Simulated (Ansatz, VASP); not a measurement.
# One calculation of MnS, two programs

```
CELL_PARAMETERS angstrom
0.00000 2.80000 2.80000
2.80000 0.00000 2.80000
2.80000 2.80000 0.00000
ATOMIC_POSITIONS crystal
Mn 0.96981 0.02958 0.00758
S 0.22094 0.28091 0.25685
```

Alike in both runs: task single point; functional PBEsol; k mesh 6 × 6 × 6; occupations fermi-dirac, width 0.1 eV; collinear spin.

|  | VASP | Ansatz |
| --- | --- | --- |
| version | VASP 6.6.1 | Ansatz 0.2.0 |
| potentials or method | VASP PAW PBE potentials, release 64 (Mn_pv, S), cutoff 520 eV | plane waves, PAW |
| valence electrons in the cell | 19 | 21 |

Ansatz gave:

- rms of the force components (eV/Å): 0.020
- net moment per atom (μB): 2.41
- size of the moment on the site where the two differ most (μB): 4.09

Question: Estimate VASP's values.

Answer: rms of the force components (eV/Å): 0.021; net moment per atom (μB): 2.41; size of the moment on the site where the two differ most (μB): 4.26.

VASP's potentials were made for PBE, not for PBEsol. Site moments also hang on the region over which each program counts them. Atom by atom the forces differ by 0.000 eV/Å (rms over components). VASP's potentials hold 19 valence electrons a cell and Ansatz's 21, so a difference there can come from the potentials and not from the codes. Ansatz's warnings: given moment on shells.
